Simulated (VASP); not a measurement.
Runs of VASP 6.6.1 on Cu2IBr. Symmetry: R-3m, No. 166, trigonal system. Conventional cell: a = 3.937 Å, b = 3.937 Å, c = 19.163 Å, α = 90.00°, β = 90.00°, γ = 120.00°. Within 3.7 Å of I (site symmetry -3m) lie 6 Cu at 2.79 Å. Within 3.6 Å of Br (site symmetry -3m) lie 6 Cu at 2.77 Å. Within 3.6 Å of Cu (site symmetry 3m) lie 3 Br at 2.77 Å and 3 I at 2.79 Å. 

```tsv
level	U	gap on the mesh (eV)	pressure (GPa)	largest force (eV/Å)
LDA+U	Cu d U = 2.0 eV	(a)	-5.3	0.01
LDA	-	none	-5.3	0.01
LDA+U	Cu d U = 3.0 eV	0.20	-5.2	0.02
LDA+U	Cu d U = 1.0 eV	none	-5.4	-
```

Alike in all rows: task single point; potentials or basis VASP PAW LDA potentials, release 64 (I, Br, Cu); no spin polarisation; cell as given; k mesh 8 × 8 × 8; cutoff (eV) 520; smearing fermi-dirac 0.05 eV.

Task: Fill in the values left out.

Result: (a) 0.03.

Caveats: the cell stands under tension; semilocal functionals underestimate gaps, and a narrow one can read as zero; spin-orbit coupling is left out, which moves the levels of the heavy elements; the smearing spreads over this small gap (at least some runs); U without spin polarisation on a metal has little footing (at least some runs).

A k mesh can miss the band edges, and the runs leave out spin-orbit coupling on Br, I.

A gap of «none» marks levels without a gap at the run's occupations.
